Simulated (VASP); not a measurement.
A run of VASP 6.6.1 is set up as follows.

The input INCAR:

```
PREC     = Accurate       # precision mode
ENCUT    = 520            # plane-wave cutoff, eV
EDIFF    = 1E-6           # SCF threshold, eV
ISMEAR   = 0              # smearing method
SIGMA    = 0.1            # smearing width, eV
LREAL    = False          # projectors in reciprocal space
LASPH    = True           # aspherical terms in the spheres
NELM     = 100            # most SCF steps
ALGO     = Normal         # electronic algorithm
ISIF     = 2              # what is computed and relaxed
LWAVE    = False          # write WAVECAR
LCHARG   = False          # write CHGCAR
LDIPOL   = True         
IDIPOL   = 3            
DIPOL    = 0.5 0.5 0.353
GGA      = PE             # functional
IVDW     = 12             # dispersion correction
NBANDS   = 32             # bands
```

Contents of KPOINTS:

```
regular mesh
0
Gamma
  6 6 1
```

POSCAR

```
Ga2Sb2CO
1.0
    4.3343814621      0.0000000000      0.0000000000
   -2.1671907311      3.7536844559      0.0000000000
    0.0000000000      0.0000000000     23.3197422777
Sb Ga O C
2 2 1 1
Direct
    0.0000000000      0.0000000000      0.1715284823
    0.3333333333      0.6666666667      0.3301590654
    0.3333333333      0.6666666667      0.2094685204
    0.6666666667      0.3333333333      0.3632005095
    1.5555555556      0.7777777778      0.4961350833
    1.5555555556      0.7777777778      0.5454495220
```

Potentials or basis: VASP PAW PBE potentials, release 64 (Sb, Ga_d, O, C).

The run is started by

```console
$ cat potpaw_PBE.64/Sb/POTCAR potpaw_PBE.64/Ga_d/POTCAR potpaw_PBE.64/O/POTCAR potpaw_PBE.64/C/POTCAR > POTCAR
$ mpirun -np 1 vasp_std > vasp.out
```

Problem. Predict the largest force.

Solution. 0.690 eV/Å.

Problem. What does it give for the band gap on the k mesh?

Solution. 0.02 eV (least direct gap 0.17 eV).

Forces on the atoms (eV/Å):
```
Sb  -0.005 -0.003  0.152
Sb  -0.003 -0.002 -0.063
Ga   0.001  0.000 -0.119
Ga  -0.003 -0.002  0.000
O    0.015  0.009  0.690
C   -0.004 -0.003 -0.660
```

Caveat: spin-orbit coupling is left out, which moves the levels of the heavy elements.
